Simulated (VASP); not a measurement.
# LaB6 (Pm-3m) in VASP: settings compared

The runs below take LaB6 through single point, with r2SCAN, r2SCAN+U.

Everything below comes from runs of VASP 6.6.1. Logs are shortened: lines on timing, memory, paths and dates and some standing lists are left out, and cuts for length are marked.

**1. The cell of the first run**

It takes space group Pm-3m (No. 221, cubic). The conventional cell has a = 4.157 Å, b = 4.157 Å, c = 4.157 Å, α = 90.00°, β = 90.00°, γ = 90.00°. Within 4.2 Å of La (site symmetry m-3m) lie 24 B at 3.07 Å and 6 La at 4.16 Å. B (site symmetry 4mm) has 5 B at 1.69 to 1.76 Å within 2.3 Å.

**2. Single point, r2SCAN**

The input, POSCAR:

```
LaB6
1.0
    4.1569950254      0.0000000000      0.0000000000
    0.0000000000      4.1569950254      0.0000000000
    0.0000000000      0.0000000000      4.1569950254
La B
1 6
Direct
    0.0000000000      0.0000000000      0.0000000000
    0.2117000000      0.5000000000      0.5000000000
    0.7883000000      0.5000000000      0.5000000000
    0.5000000000      0.5000000000      0.2117000000
    0.5000000000      0.5000000000      0.7883000000
    0.5000000000      0.2117000000      0.5000000000
    0.5000000000      0.7883000000      0.5000000000
```

The input, INCAR.step1:

```
PREC     = Accurate       # precision mode
ENCUT    = 550            # plane-wave cutoff, eV
ISMEAR   = 0              # smearing method
SIGMA    = 0.1            # smearing width, eV
LREAL    = False          # projectors in reciprocal space
LASPH    = True           # aspherical terms in the spheres
NELM     = 200            # most SCF steps
NBANDS   = 24             # bands
GGA      = PE             # functional
ALGO     = Normal         # electronic algorithm
EDIFF    = 1E-5           # SCF threshold, eV
LWAVE    = True           # write WAVECAR
LCHARG   = False          # write CHGCAR
GGA_COMPAT= False        
LMAXMIX  = 6              # l up to which the mixer works
```

The input, INCAR.step2:

```
PREC     = Accurate       # precision mode
ENCUT    = 550            # plane-wave cutoff, eV
EDIFF    = 1E-6           # SCF threshold, eV
ISMEAR   = 0              # smearing method
SIGMA    = 0.1            # smearing width, eV
LREAL    = False          # projectors in reciprocal space
LASPH    = True           # aspherical terms in the spheres
NELM     = 200            # most SCF steps
ALGO     = Normal         # electronic algorithm
ISIF     = 2              # what is computed and relaxed
LWAVE    = False          # write WAVECAR
LCHARG   = True           # write CHGCAR
METAGGA  = R2SCAN         # meta-GGA
LMIXTAU  = True         
LELF     = True           # ELF
LVHAR    = True         
NBANDS   = 24             # bands
ISTART   = 1            
GGA_COMPAT= False        
LMAXMIX  = 6              # l up to which the mixer works
```

The input, KPOINTS:

```
Automatic mesh
0
Gamma
  4 4 4
```

Potentials or basis: VASP PAW PBE potentials, release 64 (La, B).

Run with:

```console
$ cat potpaw_PBE.64/La/POTCAR potpaw_PBE.64/B/POTCAR > POTCAR
$ cp INCAR.step1 INCAR
$ mpirun -np 1 vasp_std > vasp.out
$ cp INCAR.step2 INCAR
$ mpirun -np 1 vasp_std > vasp.out
```

OUTCAR:

```text
PREC = Accurate
   ENCUT = 550
   EDIFF = 1E-6
   ISMEAR = 0
   LREAL = False
   LASPH = True
   NELM = 200
   ISIF = 2
   METAGGA = R2SCAN
   ISTART = 1

 ion  position               nearest neighbor table
   1  0.000  0.000  0.000-
   2  0.212  0.500  0.500-   4 1.69   5 1.69   6 1.69   7 1.69   3 1.76
   3  0.788  0.500  0.500-   4 1.69   5 1.69   6 1.69   7 1.69   2 1.76
   4  0.500  0.500  0.212-   2 1.69   3 1.69   6 1.69   7 1.69   5 1.76
   5  0.500  0.500  0.788-   2 1.69   3 1.69   6 1.69   7 1.69   4 1.76
   6  0.500  0.212  0.500-   2 1.69   3 1.69   4 1.69   5 1.69   7 1.76
   7  0.500  0.788  0.500-   2 1.69   3 1.69   4 1.69   5 1.69   6 1.76

  LATTYP: Found a simple cubic cell.
 ALAT       =     4.1569950254

  Lattice vectors:

 A1 = (   4.1569950254,   0.0000000000,   0.0000000000)
 A2 = (   0.0000000000,   4.1569950254,   0.0000000000)
 A3 = (   0.0000000000,   0.0000000000,   4.1569950254)

Analysis of symmetry for initial positions (statically):
=====================================================================
 Subroutine PRICEL returns:
 Original cell was already a primitive cell.

 Routine SETGRP: Setting up the symmetry group for a
 simple cubic supercell.

 Subroutine GETGRP returns: Found 48 space group operations
 (whereof 48 operations were pure point group operations)
 out of a pool of 48 trial point group operations.

The static configuration has the point symmetry O_h .

Analysis of symmetry for dynamics (positions and initial velocities):
=====================================================================
 Subroutine PRICEL returns:
 Original cell was already a primitive cell.

 Routine SETGRP: Setting up the symmetry group for a
 simple cubic supercell.

 Subroutine GETGRP returns: Found 48 space group operations
 (whereof 48 operations were pure point group operations)
 out of a pool of 48 trial point group operations.

The dynamic configuration has the point symmetry O_h .

 Subroutine INISYM returns: Found 48 space group operations
 (whereof 48 operations are pure point group operations),
 and found     1 'primitive' translations

----------------------------------------------------------------------------------------

                                     Primitive cell

  volume of cell :      71.8354

  direct lattice vectors                    reciprocal lattice vectors
     4.156995025  0.000000000  0.000000000     0.240558383  0.000000000  0.000000000
     0.000000000  4.156995025  0.000000000     0.000000000  0.240558383  0.000000000
     0.000000000  0.000000000  4.156995025     0.000000000  0.000000000  0.240558383

  length of vectors
     4.156995025  4.156995025  4.156995025     0.240558383  0.240558383  0.240558383

  position of ions in fractional coordinates (direct lattice)
     0.000000000  0.000000000  0.000000000
     0.211700000  0.500000000  0.500000000
     0.788300000  0.500000000  0.500000000
     0.500000000  0.500000000  0.211700000
     0.500000000  0.500000000  0.788300000
     0.500000000  0.211700000  0.500000000
     0.500000000  0.788300000  0.500000000

  ion indices of the primitive-cell ions
   primitive index   ion index
                 1           1
                 2           2
                 3           3
                 4           4
                 5           5
                 6           6
                 7           7

----------------------------------------------------------------------------------------

 KPOINTS: Automatic mesh

Automatic generation of k-mesh.
 Grid dimensions read from file:
 generate k-points for:    4    4    4

 Generating k-lattice:

  Cartesian coordinates                     Fractional coordinates (reciprocal lattice)
     0.060139596  0.000000000  0.000000000     0.250000000  0.000000000  0.000000000
     0.000000000  0.060139596  0.000000000     0.000000000  0.250000000  0.000000000
     0.000000000  0.000000000  0.060139596     0.000000000  0.000000000  0.250000000

  Length of vectors
     0.060139596  0.060139596  0.060139596

  Shift w.r.t. Gamma in fractional coordinates (k-lattice)
     0.000000000  0.000000000  0.000000000

 Subroutine IBZKPT returns following result:
 ===========================================

 Found     10 irreducible k-points:

 Following reciprocal coordinates:
            Coordinates               Weight
  0.000000  0.000000  0.000000      1.000000
  0.250000  0.000000  0.000000      6.000000
  0.500000  0.000000  0.000000      3.000000
  0.250000  0.250000  0.000000     12.000000
  0.500000  0.250000  0.000000     12.000000
  0.500000  0.500000  0.000000      3.000000
  0.250000  0.250000  0.250000      8.000000
  0.500000  0.250000  0.250000     12.000000
  0.500000  0.500000  0.250000      6.000000
  0.500000  0.500000  0.500000      1.000000
   k-points           NKPTS =     10   k-points in BZ     NKDIM =     10   number of bands    NBANDS=     24
   number of dos      NEDOS =    301   number of ions     NIONS =      7
   total plane-waves  NPLWV =  32768
   dimension x,y,z NGX =    32 NGY =   32 NGZ =   32
   dimension x,y,z NGXF=    64 NGYF=   64 NGZF=   64
   ions per type =               1   6
   NGX,Y,Z   is equivalent  to a cutoff of  12.80, 12.80, 12.80 a.u.
   NGXF,Y,Z  is equivalent  to a cutoff of  25.59, 25.59, 25.59 a.u.
 SYSTEM =  unknown system
   PREC   = accura    normal or accurate (medium, high low for compatibility)
   ISTART =      1    job   : 0-new  1-cont  2-samecut
   ICHARG =      0    charge: 1-file 2-atom 10-const
   ISPIN  =      1    spin polarized calculation?
   LNONCOLLINEAR =      F non collinear calculations
   LSORBIT =      F    spin-orbit coupling
   LASPH  =      T    aspherical Exc in radial PAW
   ENCUT  =  550.0 eV  40.42 Ry    6.36 a.u.   7.95  7.95  7.95*2*pi/ulx,y,z
   NELM   =    200;   NELMIN=  2; NELMDL=  0     # of ELM steps
   EDIFF  = 0.1E-05   stopping-criterion for ELM
   LREAL  =      F    real-space projection
   EDIFFG = 0.1E-04   stopping-criterion for IOM
   NSW    =      0    number of steps for IOM
   IBRION =     -1    ionic relax: 0-MD 1-quasi-New 2-CG
   NFREE  =      0    steps in history (QN), initial steepest desc. (CG)
   ISIF   =      2    stress and relaxation
   ISYM   =      2    0-nonsym 1-usesym 2-fastsym
   POTIM  = 0.5000    time-step for ionic-motion
   TEBEG  =    0.0;   TEEND  =   0.0 temperature during run
   PSTRESS=    0.0 pullay stress
   NELECT =      29.0000    total number of electrons
   NUPDOWN=      -1.0000    fix difference up-down
   EMIN   =  10.00;   EMAX   =-10.00  energy-range for DOS
   EFERMI =   0.00;   METHOD = LEGACY
   ISMEAR =     0;   SIGMA  =   0.10  broadening in eV -4-tet -1-fermi 0-gaus
   EFERMI_NEDOS =   21; number of points for ismear=-14 and -15
   IALGO  =     38    algorithm
   IMIX   =      4    mixing-type and parameters
     AMIX     =   0.40;   BMIX     =  1.00
     AMIX_MAG =   1.60;   BMIX_MAG =  1.00
  volume/ion in A,a.u.               =      10.26        69.25
  Fermi-wavevector in a.u.,A,eV,Ry     =   1.209933  2.286442 19.918084  1.463938
  Thomas-Fermi vector in A             =   2.345495
   LORBIT       =      0    0 simple, 1 ext, 2 COOP (PROOUT), +10 PAW based schemes
   METAGGA = R2SCAN    functional components
   LHFCALC =     F    Hartree Fock is set to
   AEXX    =    0.0000 exact exchange contribution
   IVDW    =     0    specifies the selected vdW correction
   LEPSILON=     F    determine dielectric tensor
   LRPA    =     F    only Hartree local field effects (RPA)
 non-spin polarized calculation
 Gauss-broadening in eV      SIGMA  =   0.10
  energy-cutoff  :      550.00
  volume of cell :       71.84
 maximum number of plane-waves:      2176
 NGX is ok and might be reduce to    32
   NGX = 15   NGY = 15   NGZ = 15

 number of electron      29.0000002 magnetization

 Free energy of the ion-electron system (eV)
  ---------------------------------------------------
  ext. energy  EPLUGINS =         0.00000000
  ---------------------------------------------------
  free energy    TOTEN  =       -77.71092837 eV

  energy without entropy =      -77.69388328  energy(sigma->0) =      -77.70240583

 E-fermi :   8.8796     XC(G=0): -11.8822

 val. band max:        8.8427501208   @ k =   0.2500   0.2500   0.0000
 cond. band min:       8.9346825121   @ k =   0.2500   0.2500   0.0000
 fundamental gap:      0.0919323914
 Fermi energy:         8.8795789005

 k-point     1 :       0.0000    0.0000    0.0000
  band No.  band energies     occupation
      1     -25.7663      2.00000
      2      -9.0489      2.00000
      3      -9.0489      2.00000
      4      -9.0489      2.00000
      5      -8.5908      2.00000
      6       0.1340      2.00000
[... 16 lines left out ...]
     23      10.8511      0.00000
     24      12.2080      0.00000

 k-point     2 :       0.2500    0.0000    0.0000
  band No.  band energies     occupation
      1     -25.7541      2.00000
      2      -9.6302      2.00000
      3      -9.0087      2.00000
      4      -9.0087      2.00000
      5      -8.0004      2.00000
      6      -1.7505      2.00000
[... 16 lines left out ...]
     23      11.4497      0.00000
     24      11.4869      0.00000

 k-point     3 :       0.5000    0.0000    0.0000
  band No.  band energies     occupation
      1     -25.7417      2.00000
      2      -9.9590      2.00000
      3      -8.9678      2.00000
      4      -8.9678      2.00000
      5      -7.6257      2.00000
      6      -2.6453      2.00000
[... 16 lines left out ...]
     23      11.0107      0.00000
     24      11.1071      0.00000
[... 136 lines left out ...]
 k-point     9 :       0.5000    0.5000    0.2500
  band No.  band energies     occupation
      1     -25.7072      2.00000
      2      -9.3862      2.00000
      3      -9.3862      2.00000
      4      -9.1132      2.00000
      5      -8.0476      2.00000
      6      -1.7724      2.00000
[... 16 lines left out ...]
     23      12.3088      0.00000
     24      12.7438      0.00000

 k-point    10 :       0.5000    0.5000    0.5000
  band No.  band energies     occupation
      1     -25.6960      2.00000
      2      -9.3100      2.00000
      3      -9.3100      2.00000
      4      -9.3100      2.00000
      5      -7.9161      2.00000
      6      -2.0643      2.00000
[... 16 lines left out ...]
     23      13.0851      0.00000
     24      13.1009      0.00000

------------------------ aborting loop because EDIFF is reached ----------------------------------------

  FORCE on cell =-STRESS in cart. coord.  units (eV):
  Direction    XX          YY          ZZ          XY          YZ          ZX
  --------------------------------------------------------------------------------------
  -------------------------------------------------------------------------------------
  Total        1.8908854      1.8908854      1.8908854     -0.0000000      0.0000000     -0.0000000
  in kB       42.1732707     42.1732707     42.1732707     -0.0000000      0.0000000     -0.0000000
  external PRESSURE =      42.1732707 kB  Pullay stress =       0.0000000 kB

 VOLUME and BASIS-vectors are now :
 -----------------------------------------------------------------------------
  energy-cutoff  :      550.00
  volume of cell :       71.84
      direct lattice vectors                 reciprocal lattice vectors
     4.156995025  0.000000000  0.000000000     0.240558383  0.000000000  0.000000000
     0.000000000  4.156995025  0.000000000     0.000000000  0.240558383  0.000000000
     0.000000000  0.000000000  4.156995025     0.000000000  0.000000000  0.240558383

 POSITION                                       TOTAL-FORCE (eV/Angst)
 -----------------------------------------------------------------------------------
      0.00000      0.00000      0.00000        -0.000000     -0.000000      0.000000
      0.88004      2.07850      2.07850        -2.987406     -0.000000      0.000000
      3.27696      2.07850      2.07850         2.987406     -0.000000     -0.000000
      2.07850      2.07850      0.88004        -0.000000     -0.000000     -2.987406
      2.07850      2.07850      3.27696        -0.000000     -0.000000      2.987406
      2.07850      0.88004      2.07850        -0.000000     -2.987406      0.000000
      2.07850      3.27696      2.07850        -0.000000      2.987406     -0.000000
 -----------------------------------------------------------------------------------
    total drift:                                0.000000      0.000000      0.000000

  FREE ENERGIE OF THE ION-ELECTRON SYSTEM (eV)
  ---------------------------------------------------
  free  energy   TOTEN  =       -77.7109283708 eV

  energy  without entropy=      -77.6938832841  energy(sigma->0) =      -77.70240583
```

It took 1.7 min on 1 thread of AMD EPYC 7R13 (Zen 3), shared host; peak memory 0.17 GiB.

What came out:

```
Free energy            : -77.7109 eV
Pressure               : 4.2 GPa
Largest force          : 2.987 eV/Å
Band gap on the k mesh : zero (an odd number of electrons rules out a gap without spin polarisation)
```

Forces on the atoms (eV/Å):
```
La   0.000  0.000  0.000
B   -2.987  0.000  0.000
B    2.987  0.000  0.000
B    0.000  0.000 -2.987
B    0.000  0.000  2.987
B    0.000 -2.987  0.000
B    0.000  2.987  0.000
```

Levels at points of the mesh, in eV from the Fermi level:
```
           k point  band 12  band 13  band 14  band 15  band 16  band 17
(0.00, 0.00, 0.00)    -2.64    -2.64    -2.64     0.37     0.37     0.37
(0.50, 0.00, 0.00)    -4.07    -3.37    -2.47    -2.29     1.42     1.55
(0.50, 0.50, 0.00)    -5.00    -3.09    -3.09     1.05     1.05     1.93
(0.50, 0.50, 0.50)    -2.75    -2.75    -2.75     1.10     1.75     1.75
```

Caveat: the k points lie up to 0.38 Å⁻¹ apart, too coarse for converged energies and pressures of a metal; the PAW data sets were made with another functional, which shifts forces and pressure a little; spin-orbit coupling is left out, which moves the levels of the heavy elements.

**3. Single point, r2SCAN+U**

This run uses another cell than the first one, of 10.23 Å³/atom.

The input, POSCAR:

```
LaB6
1.0
    4.1525011675      0.0000000000      0.0000000000
    0.0000000000      4.1525011675      0.0000000000
    0.0000000000      0.0000000000      4.1525011675
La B
1 6
Direct
    0.0000000000      0.0000000000      0.0000000000
    0.2000602608      0.5000000000      0.5000000000
    0.7999397392      0.5000000000      0.5000000000
    0.5000000000      0.5000000000      0.2000602608
    0.5000000000      0.5000000000      0.7999397392
    0.5000000000      0.2000602608      0.5000000000
    0.5000000000      0.7999397392      0.5000000000
```

The input, INCAR.step1:

```
  PREC = Accurate
  ENCUT = 550
  ISMEAR = 0
  SIGMA = 0.1
  LREAL = F
  LASPH = T
  NELM = 200
  LMAXMIX = 6
  LDAU = T
  LDAUTYPE = 2
  LDAUL = 3 -1
  LDAUU = 2 0
  LDAUJ = 0 0
  NBANDS = 24
  GGA = PE
  ALGO = Normal
  EDIFF = 1E-5
  LWAVE = T
  LCHARG = F
  GGA_COMPAT = F
```

The input, INCAR.step2:

```
  PREC = Accurate
  ENCUT = 550
  EDIFF = 1E-6
  ISMEAR = 0
  SIGMA = 0.1
  LREAL = F
  LASPH = T
  NELM = 200
  ALGO = Normal
  ISIF = 2
  LWAVE = F
  LCHARG = F
  LMAXMIX = 6
  LDAU = T
  LDAUTYPE = 2
  LDAUL = 3 -1
  LDAUU = 2 0
  LDAUJ = 0 0
  LDAUPRINT = 1
  METAGGA = R2SCAN
  LMIXTAU = T
  NBANDS = 24
  ISTART = 1
  GGA_COMPAT = F
```

The input, KPOINTS:

```
Automatic mesh
0
Gamma
  8 8 8
```

Potentials or basis: VASP PAW PBE potentials, release 64 (La, B).

Run with:

```console
$ cat potpaw_PBE.64/La/POTCAR potpaw_PBE.64/B/POTCAR > POTCAR
$ cp INCAR.step1 INCAR
$ mpirun -np 1 vasp_std > vasp.out
$ cp INCAR.step2 INCAR
$ mpirun -np 1 vasp_std > vasp.out
```

Run time: 3.4 min. Hardware: 1 thread of AMD EPYC 7R13 (Zen 3), shared host; peak memory 0.2 GiB.

The run converged. Its results:

```yaml
Free_energy: -78.0456 eV
Pressure: 0.5 GPa
Band_gap_on_the_k_mesh: zero (an odd number of electrons rules out a gap without spin polarisation)
```

Levels at points of the mesh, in eV from the Fermi level:
```csv
k point,band 11,band 12,band 13,band 14,band 15,band 16,band 17,band 18
"(0.00, 0.00, 0.00)",-7.57,-2.07,-2.07,-2.07,0.42,0.42,0.42,1.51
"(0.50, 0.00, 0.00)",-3.77,-3.77,-3.46,-2.63,-1.60,1.56,1.56,2.22
"(0.50, 0.50, 0.00)",-4.80,-4.80,-3.12,-3.12,1.43,1.43,2.79,2.81
"(0.50, 0.50, 0.50)",-5.14,-2.60,-2.60,-2.60,2.11,2.57,2.57,2.57
```

Eigenvalues of the final occupation matrices:
| site | spin | trace | eigenvalues |
| --- | --- | --- | --- |
| site 1 f | 1 | 0.08 | 0.01 0.01 0.01 0.01 0.01 0.01 0.02 |
| site 1 f | 2 | 0.08 | 0.01 0.01 0.01 0.01 0.01 0.01 0.02 |

Caveat: the PAW data sets were made with another functional, which shifts forces and pressure a little; spin-orbit coupling is left out, which moves the levels of the heavy elements; U without spin polarisation on a metal has little footing; the U is typed as a test and isn't derived for this compound.

The gap in the log of VASP goes by the Fermi energy; the results here count the filled bands.